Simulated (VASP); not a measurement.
Input of a VASP 6.6.1 run:

File INCAR:

```
SYSTEM = InAs
PREC = Accurate ; ENCUT = 520
EDIFF = 1E-6 ; ISMEAR = -1
SIGMA = 0.08 ; LREAL = .FALSE.
LASPH = .TRUE. ; NELM = 80
ALGO = Normal ; ISIF = 2
LWAVE = .FALSE. ; LCHARG = .FALSE.
GGA = PS ; NBANDS = 16
```

KPOINTS

```
regular mesh
0
G
  11 11 11
  0 0 0
```

File POSCAR:

```
InAs
1.0
    0.0000000000      2.7280552711      2.7280552711
    2.7280552711      0.0000000000      2.7280552711
    2.7280552711      2.7280552711      0.0000000000
In As
1 1
Direct
    0.0000000000      0.0000000000      0.0000000000
    0.2500000000      0.2500000000      0.2500000000
```

Potentials or basis: VASP PAW PBE potentials, release 64 (In_d, As).

The run is started by

```sh
$ cat potpaw_PBE.64/In_d/POTCAR potpaw_PBE.64/As/POTCAR > POTCAR
$ mpirun -np 1 vasp_std > vasp.out
```

(1) What does it give for the band gap on the k mesh?

(2) Estimate the pressure.

## Answers

(1) 0.79 eV, indirect (least direct gap 1.22 eV).

(2) 39.6 GPa.

Caveat: the PAW data sets were made with another functional, which shifts forces and pressure a little; spin-orbit coupling is left out, which moves the levels of the heavy elements.
